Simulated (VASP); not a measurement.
# MnV (Pm-3m) in VASP: further runs

MnV is run at these levels: LDA; tasks: single point.

All numbers are computed with VASP 6.6.1; they aren't measurements. Logs are shortened: lines on timing, memory, paths and dates and some standing lists are left out, and cuts for length are marked.

**1. The cell of the first run**

The structure is cubic, space group Pm-3m (No. 221). Conventional cell: a = 2.599 Å, b = 2.599 Å, c = 2.599 Å, α = 90.00°, β = 90.00°, γ = 90.00°. Mn (site symmetry m-3m) has 8 V at 2.25 Å and 6 Mn at 2.60 Å within 3.0 Å. V (site symmetry m-3m) has 8 Mn at 2.25 Å and 6 V at 2.60 Å within 3.0 Å.

**2. Single point, LDA, collinear spin, ferromagnetic start (volume scaled by 0.72)**

File INCAR:

```
PREC = Accurate
ENCUT = 520
EDIFF = 1E-6
ISMEAR = -1
SIGMA = 0.05
LREAL = F
LASPH = T
NELM = 150
ALGO = Normal
ISIF = 2
LWAVE = F
LCHARG = F
ISPIN = 2
MAGMOM = 4 2
LORBIT = 11
LMAXMIX = 4
NBANDS = 24
```

File KPOINTS:

```
regular mesh
0
Gamma
  11 11 11
```

File POSCAR:

```
MnV
1.0
    2.5992147530      0.0000000000      0.0000000000
    0.0000000000      2.5992147530      0.0000000000
    0.0000000000      0.0000000000      2.5992147530
Mn V
1 1
Direct
    0.0000000000      0.0000000000      0.0000000000
    0.5000000000      0.5000000000      0.5000000000
```

Potentials or basis: VASP PAW LDA potentials, release 64 (Mn_pv, V_sv).

On the command line:

```console
$ cat potpaw_LDA.64/Mn_pv/POTCAR potpaw_LDA.64/V_sv/POTCAR > POTCAR
$ mpirun -np 1 vasp_std > vasp.out
```

OUTCAR:

```text
PREC = Accurate
   ENCUT = 520
   EDIFF = 1E-6
   ISMEAR = -1
   LREAL = F
   LASPH = T
   NELM = 150
   ISIF = 2
   ISPIN = 2
   LORBIT = 11

 ion  position               nearest neighbor table
   1  0.000  0.000  0.000-   2 2.25   2 2.25   2 2.25   2 2.25   2 2.25   2 2.25   2 2.25   2 2.25

   2  0.500  0.500  0.500-   1 2.25   1 2.25   1 2.25   1 2.25   1 2.25   1 2.25   1 2.25   1 2.25

  LATTYP: Found a simple cubic cell.
 ALAT       =     2.5992147530

  Lattice vectors:

 A1 = (   2.5992147530,   0.0000000000,   0.0000000000)
 A2 = (   0.0000000000,   2.5992147530,   0.0000000000)
 A3 = (   0.0000000000,   0.0000000000,   2.5992147530)

Analysis of symmetry for initial positions (statically):
=====================================================================
 Subroutine PRICEL returns:
 Original cell was already a primitive cell.

 Routine SETGRP: Setting up the symmetry group for a
 simple cubic supercell.

 Subroutine GETGRP returns: Found 48 space group operations
 (whereof 48 operations were pure point group operations)
 out of a pool of 48 trial point group operations.

The static configuration has the point symmetry O_h .

Analysis of symmetry for dynamics (positions and initial velocities):
=====================================================================
 Subroutine PRICEL returns:
 Original cell was already a primitive cell.

 Routine SETGRP: Setting up the symmetry group for a
 simple cubic supercell.

 Subroutine GETGRP returns: Found 48 space group operations
 (whereof 48 operations were pure point group operations)
 out of a pool of 48 trial point group operations.

The dynamic configuration has the point symmetry O_h .

Analysis of structural, dynamic, and magnetic symmetry:
=====================================================================
 Subroutine PRICEL returns:
 Original cell was already a primitive cell.

 Routine SETGRP: Setting up the symmetry group for a
 simple cubic supercell.

 Subroutine GETGRP returns: Found 48 space group operations
 (whereof 48 operations were pure point group operations)
 out of a pool of 48 trial point group operations.

The overall configuration has the point symmetry O_h .

 Subroutine INISYM returns: Found 48 space group operations
 (whereof 48 operations are pure point group operations),
 and found     1 'primitive' translations

----------------------------------------------------------------------------------------

                                     Primitive cell

  volume of cell :      17.5601

  direct lattice vectors                    reciprocal lattice vectors
     2.599214753  0.000000000  0.000000000     0.384731581  0.000000000  0.000000000
     0.000000000  2.599214753  0.000000000     0.000000000  0.384731581  0.000000000
     0.000000000  0.000000000  2.599214753     0.000000000  0.000000000  0.384731581

  length of vectors
     2.599214753  2.599214753  2.599214753     0.384731581  0.384731581  0.384731581

  position of ions in fractional coordinates (direct lattice)
     0.000000000  0.000000000  0.000000000
     0.500000000  0.500000000  0.500000000

  ion indices of the primitive-cell ions
   primitive index   ion index
                 1           1
                 2           2

----------------------------------------------------------------------------------------

 KPOINTS: regular mesh

Automatic generation of k-mesh.
 Grid dimensions read from file:
 generate k-points for:   11   11   11

 Generating k-lattice:

  Cartesian coordinates                     Fractional coordinates (reciprocal lattice)
     0.034975598  0.000000000  0.000000000     0.090909091  0.000000000  0.000000000
     0.000000000  0.034975598  0.000000000     0.000000000  0.090909091  0.000000000
     0.000000000  0.000000000  0.034975598     0.000000000  0.000000000  0.090909091

  Length of vectors
     0.034975598  0.034975598  0.034975598

  Shift w.r.t. Gamma in fractional coordinates (k-lattice)
     0.000000000  0.000000000  0.000000000

 Subroutine IBZKPT returns following result:
 ===========================================

 Found     56 irreducible k-points:

 Following reciprocal coordinates:
            Coordinates               Weight
  0.000000  0.000000  0.000000      1.000000
  0.090909  0.000000  0.000000      6.000000
  0.181818  0.000000  0.000000      6.000000
  0.272727  0.000000  0.000000      6.000000
  0.363636  0.000000  0.000000      6.000000
  0.454545  0.000000  0.000000      6.000000
[... 16 lines left out ...]
  0.181818  0.090909  0.090909     24.000000
  0.272727  0.090909  0.090909     24.000000
 [... further k-points ...]
   k-points           NKPTS =     56   k-points in BZ     NKDIM =     56   number of bands    NBANDS=     24
   number of dos      NEDOS =    301   number of ions     NIONS =      2
   total plane-waves  NPLWV =   8000
   dimension x,y,z NGX =    20 NGY =   20 NGZ =   20
   dimension x,y,z NGXF=    40 NGYF=   40 NGZF=   40
   ions per type =               1   1
   NGX,Y,Z   is equivalent  to a cutoff of  12.79, 12.79, 12.79 a.u.
   NGXF,Y,Z  is equivalent  to a cutoff of  25.58, 25.58, 25.58 a.u.
 SYSTEM =  unknown system
   PREC   = accura    normal or accurate (medium, high low for compatibility)
   ISTART =      0    job   : 0-new  1-cont  2-samecut
   ICHARG =      2    charge: 1-file 2-atom 10-const
   ISPIN  =      2    spin polarized calculation?
   LNONCOLLINEAR =      F non collinear calculations
   LSORBIT =      F    spin-orbit coupling
   LASPH  =      T    aspherical Exc in radial PAW
   ENCUT  =  520.0 eV  38.22 Ry    6.18 a.u.   4.83  4.83  4.83*2*pi/ulx,y,z
   NELM   =    150;   NELMIN=  2; NELMDL= -5     # of ELM steps
   EDIFF  = 0.1E-05   stopping-criterion for ELM
   LREAL  =      F    real-space projection
   EDIFFG = 0.1E-04   stopping-criterion for IOM
   NSW    =      0    number of steps for IOM
   IBRION =     -1    ionic relax: 0-MD 1-quasi-New 2-CG
   NFREE  =      0    steps in history (QN), initial steepest desc. (CG)
   ISIF   =      2    stress and relaxation
   ISYM   =      2    0-nonsym 1-usesym 2-fastsym
   POTIM  = 0.5000    time-step for ionic-motion
   TEBEG  =    0.0;   TEEND  =   0.0 temperature during run
   PSTRESS=    0.0 pullay stress
   NELECT =      26.0000    total number of electrons
   NUPDOWN=      -1.0000    fix difference up-down
   EMIN   =  10.00;   EMAX   =-10.00  energy-range for DOS
   EFERMI =   0.00;   METHOD = LEGACY
   ISMEAR =    -1;   SIGMA  =   0.05  broadening in eV -4-tet -1-fermi 0-gaus
   EFERMI_NEDOS =   21; number of points for ismear=-14 and -15
   IALGO  =     38    algorithm
   IMIX   =      4    mixing-type and parameters
     AMIX     =   0.40;   BMIX     =  1.00
     AMIX_MAG =   1.60;   BMIX_MAG =  1.00
  volume/ion in A,a.u.               =       8.78        59.25
  Fermi-wavevector in a.u.,A,eV,Ry     =   1.865909  3.526057 47.370265  3.481616
  Thomas-Fermi vector in A             =   2.912723
   LORBIT       =     11    0 simple, 1 ext, 2 COOP (PROOUT), +10 PAW based schemes
   GGA     = CA    functional components
   LHFCALC =     F    Hartree Fock is set to
   AEXX    =    0.0000 exact exchange contribution
   IVDW    =     0    specifies the selected vdW correction
   LEPSILON=     F    determine dielectric tensor
   LRPA    =     F    only Hartree local field effects (RPA)
 spin polarized calculation
  energy-cutoff  :      520.00
  volume of cell :       17.56
 maximum number of plane-waves:       484
 NGX is ok and might be reduce to    20
   NGX =  9   NGY =  9   NGZ =  9

 number of electron      25.9999982 magnetization       0.0008643

 number of electron      25.9999982 magnetization      -0.0000230

 Free energy of the ion-electron system (eV)
  ---------------------------------------------------
  ext. energy  EPLUGINS =         0.00000000
  ---------------------------------------------------
  free energy    TOTEN  =       -19.41028887 eV

  energy without entropy =      -19.40282785  energy(sigma->0) =      -19.40655836

 E-fermi :  15.3663     XC(G=0): -15.7240

 val. band max:       15.2800157535   @ k =   0.4545   0.0000   0.0000
 cond. band min:      15.4019650382   @ k =   0.4545   0.1818   0.0000
 fundamental gap:      0.1219492847
 Fermi energy:        15.3663229960

 spin component 1

 k-point     1 :       0.0000    0.0000    0.0000
  band No.  band energies     occupation
      1     -48.1574      1.00000
      2     -32.4332      1.00000
      3     -32.4332      1.00000
      4     -32.4332      1.00000
      5     -22.1071      1.00000
      6     -22.1071      1.00000
[... 16 lines left out ...]
     23      37.1615      0.00000
     24      39.5217      0.00000

 k-point     2 :       0.0909    0.0000    0.0000
  band No.  band energies     occupation
      1     -48.1518      1.00000
      2     -32.4513      1.00000
      3     -32.4286      1.00000
      4     -32.4286      1.00000
      5     -22.1722      1.00000
      6     -22.1082      1.00000
[... 586 lines left out ...]
 k-point    24 :       0.2727    0.0909    0.0909
  band No.  band energies     occupation
      1     -48.1017      1.00000
      2     -32.5689      1.00000
      3     -32.4226      1.00000
      4     -32.4164      1.00000
      5     -22.5496      1.00000
      6     -22.1635      1.00000
[... 16 lines left out ...]
     23      38.7978      0.00000
     24      39.1305      0.00000

 [... further k-points ...]

 spin component 2

 k-point     1 :       0.0000    0.0000    0.0000
  band No.  band energies     occupation
      1     -48.1574      1.00000
      2     -32.4332      1.00000
      3     -32.4332      1.00000
      4     -32.4332      1.00000
      5     -22.1071      1.00000
      6     -22.1071      1.00000
[... 16 lines left out ...]
     23      37.1615      0.00000
     24      39.5217      0.00000

 k-point     2 :       0.0909    0.0000    0.0000
  band No.  band energies     occupation
      1     -48.1518      1.00000
      2     -32.4513      1.00000
      3     -32.4286      1.00000
      4     -32.4285      1.00000
      5     -22.1722      1.00000
      6     -22.1081      1.00000
[... 586 lines left out ...]
 k-point    24 :       0.2727    0.0909    0.0909
  band No.  band energies     occupation
      1     -48.1016      1.00000
      2     -32.5689      1.00000
      3     -32.4226      1.00000
      4     -32.4164      1.00000
      5     -22.5495      1.00000
      6     -22.1635      1.00000
[... 16 lines left out ...]
     23      38.7979      0.00000
     24      39.1305      0.00000

 [... further k-points ...]
[... 5 lines left out ...]
  --------------------------------------------------------------------------------------
  -------------------------------------------------------------------------------------
  Total       11.9608350     11.9608350     11.9608350     -0.0000000      0.0000000     -0.0000000
  in kB     1091.3036083   1091.3036083   1091.3036083     -0.0000000      0.0000000     -0.0000000
  external PRESSURE =    1091.3036083 kB  Pullay stress =       0.0000000 kB

 VOLUME and BASIS-vectors are now :
 -----------------------------------------------------------------------------
  energy-cutoff  :      520.00
  volume of cell :       17.56
      direct lattice vectors                 reciprocal lattice vectors
     2.599214753  0.000000000  0.000000000     0.384731581  0.000000000  0.000000000
     0.000000000  2.599214753  0.000000000     0.000000000  0.384731581  0.000000000
     0.000000000  0.000000000  2.599214753     0.000000000  0.000000000  0.384731581

 POSITION                                       TOTAL-FORCE (eV/Angst)
 -----------------------------------------------------------------------------------
      0.00000      0.00000      0.00000         0.000000      0.000000      0.000000
      1.29961      1.29961      1.29961         0.000000      0.000000      0.000000
 -----------------------------------------------------------------------------------
    total drift:                               -0.000000      0.000000      0.000000

  FREE ENERGIE OF THE ION-ELECTRON SYSTEM (eV)
  ---------------------------------------------------
  free  energy   TOTEN  =       -19.4102888688 eV

  energy  without entropy=      -19.4028278530  energy(sigma->0) =      -19.40655836

 total charge

# of ion       s       p       d       tot
------------------------------------------
    1        0.541   6.555   5.594  12.691
    2        2.475   6.453   3.555  12.482
--------------------------------------------------
tot          3.017  13.008   9.149  25.174

 magnetization (x)

# of ion       s       p       d       tot
------------------------------------------
    1       -0.000  -0.000   0.000  -0.000
    2       -0.000  -0.000   0.000   0.000
--------------------------------------------------
tot         -0.000  -0.000   0.000   0.000
```

Wall time 35 s (1 thread of AMD EPYC 7R13 (Zen 3), shared host); peak memory 0.11 GiB.

Results:

| Item | Value |
| --- | --- |
| Free energy | -19.4103 eV |
| Pressure | 109.1 GPa |
| Band gap on the k mesh | zero (filled and empty bands overlap) |
| Net moment | 0.00 μB per cell |
| Valence electrons inside the program's atomic spheres | Mn 12.69; V 12.48 |

Caveat: the starting moments collapsed, and a magnetic state may lie lower.

**3. Single point, LDA, collinear spin, ferromagnetic start (volume scaled by 0.8)**

File INCAR:

```
SYSTEM = MnV
PREC     = Accurate       ! precision mode
ENCUT    = 520            ! plane-wave cutoff, eV
EDIFF    = 1E-7           ! SCF threshold, eV
ISMEAR   = -1             ! smearing method
SIGMA    = 0.05           ! smearing width, eV
LREAL    = .False.        ! projectors in reciprocal space
LASPH    = .True.         ! aspherical terms in the spheres
NELM     = 150            ! most SCF steps
ALGO     = Normal         ! electronic algorithm
ISIF     = 2              ! what is computed and relaxed
LWAVE    = .False.        ! write WAVECAR
LCHARG   = .False.        ! write CHGCAR
ISPIN    = 2              ! spin polarisation
MAGMOM   = 4 2            ! initial moments
LORBIT   = 11             ! projections on sites
LMAXMIX  = 4              ! l up to which the mixer works
NBANDS   = 24             ! bands
```

File KPOINTS:

```
Automatic mesh
0
Gamma
  11 11 11
  0 0 0
```

File POSCAR:

```
MnV
1.0
    2.6921215235      0.0000000000      0.0000000000
    0.0000000000      2.6921215235      0.0000000000
    0.0000000000      0.0000000000      2.6921215235
Mn V
1 1
Direct
    0.0000000000      0.0000000000      0.0000000000
    0.5000000000      0.5000000000      0.5000000000
```

Potentials or basis: VASP PAW LDA potentials, release 64 (Mn_pv, V_sv).

On the command line:

```console
$ cat potpaw_LDA.64/Mn_pv/POTCAR potpaw_LDA.64/V_sv/POTCAR > POTCAR
$ mpirun -np 1 vasp_std > vasp.out
```

It took 36 s on 1 thread of AMD EPYC 7R13 (Zen 3), shared host; peak memory 0.12 GiB.

Results (log left out):

| Item | Value |
| --- | --- |
| Free energy | -20.3455 eV |
| Pressure | 48.8 GPa |
| Band gap on the k mesh | zero (filled and empty bands overlap) |
| Net moment | 0.00 μB per cell |
| Valence electrons inside the program's atomic spheres | Mn 12.40; V 12.16 |

Levels at points of the mesh, in eV from the Fermi level:
Spin up:
```csv
k point,band 11,band 12,band 13,band 14,band 15,band 16
"(0.00, 0.00, 0.00)",-1.22,-1.22,-1.22,1.41,1.41,3.43
```
Spin down:
| k point | band 10 | band 11 | band 12 | band 13 | band 14 | band 15 | band 16 | band 17 |
| --- | --- | --- | --- | --- | --- | --- | --- | --- |
| (0.00, 0.00, 0.00) | -5.53 | -1.22 | -1.22 | -1.22 | 1.41 | 1.41 | 3.43 | 3.43 |

Caveat: the starting moments collapsed, and a magnetic state may lie lower.

**4. Single point, LDA, collinear spin, ferromagnetic start (volume scaled by 0.85)**

File INCAR:

```
  PREC = Accurate
  ENCUT = 520
  EDIFF = 1E-6
  ISMEAR = -1
  SIGMA = 0.05
  LREAL = False
  LASPH = True
  NELM = 150
  ALGO = Normal
  ISIF = 2
  LWAVE = False
  LCHARG = False
  ISPIN = 2
  MAGMOM = 4 2
  LORBIT = 11
  LMAXMIX = 4
  GGA = CA
  NBANDS = 24
```

File KPOINTS:

```
regular mesh
0
Gamma
  11 11 11
```

File POSCAR:

```
MnV
1.0
    2.7470778878      0.0000000000      0.0000000000
    0.0000000000      2.7470778878      0.0000000000
    0.0000000000      0.0000000000      2.7470778878
Mn V
1 1
Direct
    0.0000000000      0.0000000000      0.0000000000
    0.5000000000      0.5000000000      0.5000000000
```

On the command line:

```console
$ cat potpaw_LDA.64/Mn_pv/POTCAR potpaw_LDA.64/V_sv/POTCAR > POTCAR
$ mpirun -np 1 vasp_std > vasp.out
```

It took 18 s on 1 thread of AMD EPYC 9R45 (Zen 5), shared host; peak memory 0.12 GiB.

Results (log left out):

```
Free energy                                           : -20.6150 eV
Pressure                                              : 23.0 GPa
Band gap on the k mesh                                : zero (filled and empty bands overlap)
Net moment                                            : 0.00 μB per cell
Valence electrons inside the program's atomic spheres : Mn 12.26; V 12.00
```

Levels at points of the mesh, in eV from the Fermi level:
Spin up:
| k point | band 9 | band 10 | band 11 | band 12 | band 13 | band 14 | band 15 | band 16 | band 17 | band 18 |
| --- | --- | --- | --- | --- | --- | --- | --- | --- | --- | --- |
| (0.00, 0.00, 0.00) | -5.06 | -5.06 | -1.09 | -1.09 | -1.09 | 1.34 | 1.34 | 3.19 | 3.19 | 3.19 |
Spin down:
| k point | band 11 | band 12 | band 13 | band 14 | band 15 | band 16 |
| --- | --- | --- | --- | --- | --- | --- |
| (0.00, 0.00, 0.00) | -1.09 | -1.09 | -1.09 | 1.34 | 1.34 | 3.19 |

Caveat: the starting moments collapsed, and a magnetic state may lie lower.
